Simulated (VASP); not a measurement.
# La2Re (I4/mmm) in VASP: single point with r2SCAN

Aim: the single point of La2Re with r2SCAN.

All numbers are computed with VASP 6.6.1; they aren't measurements. Logs are shortened: lines on timing, memory, paths and dates and some standing lists are left out, and cuts for length are marked.

## (1) The cell of the first run

It takes space group I4/mmm (No. 139, tetragonal). Conventional cell: a = 4.661 Å, b = 4.661 Å, c = 16.447 Å, α = 90.00°, β = 90.00°, γ = 90.00°. Within 4.2 Å of La (site symmetry mmm) lie 4 Re at 3.20 Å and 8 La at 3.30 to 4.00 Å. La (site symmetry 4mm) has 5 Re at 2.77 to 3.46 Å and 4 La at 3.72 Å within 3.8 Å. Re (site symmetry 4mm) has 9 La at 2.77 to 3.46 Å within 3.7 Å.

## (2) Single point, r2SCAN

POSCAR reads:

```
La2Re
1.0
    0.0000000000      4.6605099700     -0.0000001403
    4.6605099700      0.0000000000     -0.0000001403
    2.3302547375      2.3302547375     -8.2233346603
La Re
4 2
Direct
    0.5000000000      0.0000000000      0.0000000000
    0.0000000000      0.5000000000      0.0000000000
    0.3023359203      0.3023359203      0.3953281595
    0.6976640797      0.6976640797      0.6046718405
    0.1337579157      0.1337579157      0.7324841687
    0.8662420843      0.8662420843      0.2675158313
```

INCAR.step1 reads:

```
SYSTEM = La2Re
PREC = Accurate
ENCUT = 520
ISMEAR = -1
SIGMA = 0.1
LREAL = .False.
LASPH = .True.
NELM = 80
NBANDS = 38
GGA = PE
ALGO = Normal
EDIFF = 1E-4
LWAVE = .True.
LCHARG = .False.
```

INCAR.step2 reads:

```
SYSTEM = La2Re
PREC = Accurate
ENCUT = 520
EDIFF = 1E-6
ISMEAR = -1
SIGMA = 0.1
LREAL = .False.
LASPH = .True.
NELM = 80
ALGO = Normal
ISIF = 2
LWAVE = .False.
LCHARG = .True.
METAGGA = R2SCAN
LMIXTAU = .True.
LELF = .True.
LVHAR = .True.
NBANDS = 38
ISTART = 1
```

KPOINTS reads:

```
Automatic mesh
0
Gamma
  7 7 7
  0 0 0
```

Potentials or basis: VASP PAW PBE potentials, release 64 (La, Re).

Launch:

```sh
> cat potpaw_PBE.64/La/POTCAR potpaw_PBE.64/Re/POTCAR > POTCAR
> cp INCAR.step1 INCAR
> mpirun -np 1 vasp_std > vasp.out
> cp INCAR.step2 INCAR
> mpirun -np 1 vasp_std > vasp.out
```

OUTCAR:

```text
SYSTEM = La2Re
   PREC = Accurate
   ENCUT = 520
   EDIFF = 1E-6
   ISMEAR = -1
   LREAL = .False.
   LASPH = .True.
   NELM = 80
   ISIF = 2
   METAGGA = R2SCAN
   ISTART = 1

 ion  position               nearest neighbor table
   1  0.500  0.000  0.000-   5 3.20   6 3.20   5 3.20   6 3.20   2 3.30   2 3.30   2 3.30   2 3.30

   2  0.000  0.500  0.000-   5 3.20   6 3.20   5 3.20   6 3.20   1 3.30   1 3.30   1 3.30   1 3.30

   3  0.302  0.302  0.395-   5 2.77   6 3.46   6 3.46   6 3.46   6 3.46
   4  0.698  0.698  0.605-   6 2.77   5 3.46   5 3.46   5 3.46   5 3.46
   5  0.134  0.134  0.732-   3 2.77   2 3.20   1 3.20   2 3.20   1 3.20   4 3.46   4 3.46   4 3.46
                             4 3.46
   6  0.866  0.866  0.268-   4 2.77   2 3.20   1 3.20   2 3.20   1 3.20   3 3.46   3 3.46   3 3.46
                             3 3.46

  LATTYP: Found a body centered tetragonal cell.
 ALAT       =     4.6605099700
 C/A-ratio  =     3.5289419282

  Lattice vectors:

 A1 = (  -2.3302547375,   2.3302552325,   8.2233345200)
 A2 = (   2.3302552325,  -2.3302547375,   8.2233345200)
 A3 = (   2.3302547375,   2.3302547375,  -8.2233346603)

Analysis of symmetry for initial positions (statically):
=====================================================================
 Subroutine PRICEL returns:
 Original cell was already a primitive cell.

 Routine SETGRP: Setting up the symmetry group for a
 body centered tetragonal supercell.

 Subroutine GETGRP returns: Found 16 space group operations
 (whereof 16 operations were pure point group operations)
 out of a pool of 16 trial point group operations.

The static configuration has the point symmetry D_4h.

Analysis of symmetry for dynamics (positions and initial velocities):
=====================================================================
 Subroutine PRICEL returns:
 Original cell was already a primitive cell.

 Routine SETGRP: Setting up the symmetry group for a
 body centered tetragonal supercell.

 Subroutine GETGRP returns: Found 16 space group operations
 (whereof 16 operations were pure point group operations)
 out of a pool of 16 trial point group operations.

The dynamic configuration has the point symmetry D_4h.

 Subroutine INISYM returns: Found 16 space group operations
 (whereof 16 operations are pure point group operations),
 and found     1 'primitive' translations

----------------------------------------------------------------------------------------

                                     Primitive cell

  volume of cell :     178.6137

  direct lattice vectors                    reciprocal lattice vectors
     0.000000000  4.660509970 -0.000000140     0.000000002  0.214568795  0.060802579
     4.660509970  0.000000000 -0.000000140     0.214568795  0.000000002  0.060802579
     2.330254737  2.330254737 -8.223334660    -0.000000004 -0.000000004 -0.121605171

  length of vectors
     4.660509970  4.660509970  8.859086139     0.223017312  0.223017312  0.121605171

  position of ions in fractional coordinates (direct lattice)
     0.500000000  1.000000000  0.000000000
     1.000000000  0.500000000  0.000000000
     0.302335920  0.302335920  0.395328159
     0.697664080  0.697664080  0.604671841
     0.133757916  0.133757916  0.732484169
     0.866242084  0.866242084  0.267515831

  ion indices of the primitive-cell ions
   primitive index   ion index
                 1           1
                 2           2
                 3           3
                 4           4
                 5           5
                 6           6

----------------------------------------------------------------------------------------

 KPOINTS: Automatic mesh

Automatic generation of k-mesh.
 Grid dimensions read from file:
 generate k-points for:    7    7    7

 Generating k-lattice:

  Cartesian coordinates                     Fractional coordinates (reciprocal lattice)
     0.000000000  0.030652685  0.008686083     0.142857143  0.000000000  0.000000000
     0.030652685  0.000000000  0.008686083     0.000000000  0.142857143  0.000000000
    -0.000000001 -0.000000001 -0.017372167     0.000000000  0.000000000  0.142857143

  Length of vectors
     0.031859616  0.031859616  0.017372167

  Shift w.r.t. Gamma in fractional coordinates (k-lattice)
     0.000000000  0.000000000  0.000000000

 Subroutine IBZKPT returns following result:
 ===========================================

 Found     40 irreducible k-points:

 Following reciprocal coordinates:
            Coordinates               Weight
  0.000000  0.000000  0.000000      1.000000
  0.142857 -0.000000  0.000000      8.000000
  0.285714 -0.000000  0.000000      8.000000
  0.428571 -0.000000  0.000000      8.000000
  0.142857  0.142857  0.000000      8.000000
  0.285714  0.142857  0.000000     16.000000
[... 16 lines left out ...]
  0.285714  0.285714  0.142857      8.000000
  0.428571  0.285714  0.142857     16.000000
 [... further k-points ...]
   k-points           NKPTS =     40   k-points in BZ     NKDIM =     40   number of bands    NBANDS=     38
   number of dos      NEDOS =    301   number of ions     NIONS =      6
   total plane-waves  NPLWV =  90720
   dimension x,y,z NGX =    36 NGY =   36 NGZ =   70
   dimension x,y,z NGXF=    72 NGYF=   72 NGZF=  140
   ions per type =               4   2
   NGX,Y,Z   is equivalent  to a cutoff of  12.84, 12.84, 13.14 a.u.
   NGXF,Y,Z  is equivalent  to a cutoff of  25.68, 25.68, 26.27 a.u.
 SYSTEM =  La2Re
   PREC   = accura    normal or accurate (medium, high low for compatibility)
   ISTART =      1    job   : 0-new  1-cont  2-samecut
   ICHARG =      0    charge: 1-file 2-atom 10-const
   ISPIN  =      1    spin polarized calculation?
   LNONCOLLINEAR =      F non collinear calculations
   LSORBIT =      F    spin-orbit coupling
   LASPH  =      T    aspherical Exc in radial PAW
   ENCUT  =  520.0 eV  38.22 Ry    6.18 a.u.   8.67  8.67 16.47*2*pi/ulx,y,z
   NELM   =     80;   NELMIN=  2; NELMDL=  0     # of ELM steps
   EDIFF  = 0.1E-05   stopping-criterion for ELM
   LREAL  =      F    real-space projection
   EDIFFG = 0.1E-04   stopping-criterion for IOM
   NSW    =      0    number of steps for IOM
   IBRION =     -1    ionic relax: 0-MD 1-quasi-New 2-CG
   NFREE  =      0    steps in history (QN), initial steepest desc. (CG)
   ISIF   =      2    stress and relaxation
   ISYM   =      2    0-nonsym 1-usesym 2-fastsym
   POTIM  = 0.5000    time-step for ionic-motion
   TEBEG  =    0.0;   TEEND  =   0.0 temperature during run
   PSTRESS=    0.0 pullay stress
   NELECT =      58.0000    total number of electrons
   NUPDOWN=      -1.0000    fix difference up-down
   EMIN   =  10.00;   EMAX   =-10.00  energy-range for DOS
   EFERMI =   0.00;   METHOD = LEGACY
   ISMEAR =    -1;   SIGMA  =   0.10  broadening in eV -4-tet -1-fermi 0-gaus
   EFERMI_NEDOS =   21; number of points for ismear=-14 and -15
   IALGO  =     38    algorithm
   IMIX   =      4    mixing-type and parameters
     AMIX     =   0.40;   BMIX     =  1.00
     AMIX_MAG =   1.60;   BMIX_MAG =  1.00
  volume/ion in A,a.u.               =      29.77       200.89
  Fermi-wavevector in a.u.,A,eV,Ry     =   1.125242  2.126399 17.227279  1.266169
  Thomas-Fermi vector in A             =   2.261918
   LORBIT       =      0    0 simple, 1 ext, 2 COOP (PROOUT), +10 PAW based schemes
   METAGGA = R2SCAN    functional components
   LHFCALC =     F    Hartree Fock is set to
   AEXX    =    0.0000 exact exchange contribution
   IVDW    =     0    specifies the selected vdW correction
   LEPSILON=     F    determine dielectric tensor
   LRPA    =     F    only Hartree local field effects (RPA)
 non-spin polarized calculation
  energy-cutoff  :      520.00
  volume of cell :      178.61
 maximum number of plane-waves:      4847
   NGX = 17   NGY = 17   NGZ = 33

 number of electron      57.9999999 magnetization

 Free energy of the ion-electron system (eV)
  ---------------------------------------------------
  ext. energy  EPLUGINS =         0.00000000
  ---------------------------------------------------
  free energy    TOTEN  =      -221.07919978 eV

  energy without entropy =     -220.88389665  energy(sigma->0) =     -220.98154821

 E-fermi :   7.3591     XC(G=0): -10.9504

 val. band max:        7.3536706227   @ k =  -0.2857  -0.4286   0.1429
 cond. band min:       7.3616472689   @ k =   0.4286   0.2857   0.0000
 fundamental gap:      0.0079766462
 Fermi energy:         7.3591485715

 k-point     1 :       0.0000    0.0000    0.0000
  band No.  band energies     occupation
      1     -26.3263      2.00000
      2     -25.9847      2.00000
      3     -25.8371      2.00000
      4     -25.7736      2.00000
      5     -10.3760      2.00000
      6     -10.3760      2.00000
[... 30 lines left out ...]
     37       9.1198      0.00000
     38       9.2584      0.00000

 k-point     2 :       0.1429   -0.0000    0.0000
  band No.  band energies     occupation
      1     -26.2995      2.00000
      2     -25.9767      2.00000
      3     -25.8436      2.00000
      4     -25.8014      2.00000
      5     -10.3202      2.00000
      6     -10.3035      2.00000
[... 30 lines left out ...]
     37       9.2951      0.00000
     38       9.3826      0.00000

 k-point     3 :       0.2857   -0.0000    0.0000
  band No.  band energies     occupation
      1     -26.2243      2.00000
      2     -25.9550      2.00000
      3     -25.8794      2.00000
      4     -25.8619      2.00000
      5     -10.1526      2.00000
      6     -10.0946      2.00000
[... 30 lines left out ...]
     37       9.4810      0.00000
     38       9.6568      0.00000

 k-point     4 :       0.4286   -0.0000    0.0000
  band No.  band energies     occupation
      1     -26.1147      2.00000
      2     -25.9922      2.00000
      3     -25.9228      2.00000
      4     -25.8902      2.00000
      5      -9.8907      2.00000
      6      -9.7772      2.00000
[... 30 lines left out ...]
     37       9.5654      0.00000
     38       9.6099      0.00000
[... 703 lines left out ...]
      4     -25.8014      2.00000
      5     -10.3189      2.00000
      6     -10.3036      2.00000
[... 30 lines left out ...]
     37       9.5195      0.00000
     38       9.5288      0.00000

 k-point    23 :       0.2857    0.2857    0.1429
  band No.  band energies     occupation
      1     -26.1566      2.00000
      2     -25.9408      2.00000
      3     -25.9349      2.00000
      4     -25.8775      2.00000
      5     -10.6170      2.00000
      6     -10.0136      2.00000
[... 30 lines left out ...]
     37       9.5241      0.00000
     38       9.5502      0.00000

 k-point    24 :       0.4286    0.2857    0.1429
  band No.  band energies     occupation
      1     -26.0855      2.00000
      2     -26.0084      2.00000
      3     -25.9153      2.00000
      4     -25.8947      2.00000
      5     -10.5990      2.00000
      6     -10.3830      2.00000
[... 30 lines left out ...]
     37       9.1831      0.00000
     38       9.4366      0.00000

 [... further k-points ...]
[... 5 lines left out ...]
  --------------------------------------------------------------------------------------
  -------------------------------------------------------------------------------------
  Total       -3.3541924     -3.3541924    -10.4121196     -0.0000000     -0.0000002     -0.0000002
  in kB      -30.0873344    -30.0873344    -93.3974221     -0.0000000     -0.0000019     -0.0000019
  external PRESSURE =     -51.1906969 kB  Pullay stress =       0.0000000 kB

 VOLUME and BASIS-vectors are now :
 -----------------------------------------------------------------------------
  energy-cutoff  :      520.00
  volume of cell :      178.61
      direct lattice vectors                 reciprocal lattice vectors
     0.000000000  4.660509970 -0.000000140     0.000000002  0.214568795  0.060802579
     4.660509970  0.000000000 -0.000000140     0.214568795  0.000000002  0.060802579
     2.330254737  2.330254737 -8.223334660    -0.000000004 -0.000000004 -0.121605171

 POSITION                                       TOTAL-FORCE (eV/Angst)
 -----------------------------------------------------------------------------------
      0.00000      2.33025     -0.00000        -0.000000      0.000000      0.000000
      2.33025      0.00000     -0.00000         0.000000      0.000000      0.000000
      2.33025      2.33025     -3.25092         0.000000      0.000000      0.031979
      4.66051      4.66051     -4.97242        -0.000000     -0.000000     -0.031979
      2.33025      2.33025     -6.02346        -0.000000     -0.000000     -0.033353
      4.66051      4.66051     -2.19987         0.000000      0.000000      0.033353
 -----------------------------------------------------------------------------------
    total drift:                               -0.000000     -0.000000      0.000000

  FREE ENERGIE OF THE ION-ELECTRON SYSTEM (eV)
  ---------------------------------------------------
  free  energy   TOTEN  =      -221.0791997769 eV

  energy  without entropy=     -220.8838966495  energy(sigma->0) =     -220.98154821
```

It took 20 min on 1 thread of Intel Xeon Platinum 8488C (Sapphire Rapids), shared host; peak memory 0.49 GiB.

Results:

| Property | Result |
| --- | --- |
| Free energy | -221.0792 eV |
| Pressure | -5.1 GPa |
| Largest force | 0.033 eV/Å |
| Band gap on the k mesh | zero (bands 29 and 30 overlap by 0.73 eV) |

Forces on the atoms (eV/Å):
```
La   0.000  0.000  0.000
La   0.000  0.000  0.000
La   0.000  0.000  0.032
La   0.000  0.000 -0.032
Re   0.000  0.000 -0.033
Re   0.000  0.000  0.033
```

Stress tensor (GPa, compression positive):
```
-3.01  0.00  0.00
 0.00 -3.01  0.00
 0.00  0.00 -9.34
```

Levels at points of the mesh, in eV from the Fermi level:
```tsv
k point	band 27	band 28	band 29	band 30	band 31	band 32
(0.00, 0.00, 0.00)	-0.71	-0.63	-0.63	0.29	1.16	1.43
```

Caveat: the stress differs along the axes, from -9 to -3 GPa; the PAW data sets were made with another functional, which shifts forces and pressure a little; spin-orbit coupling is left out, which moves the levels of the heavy elements.
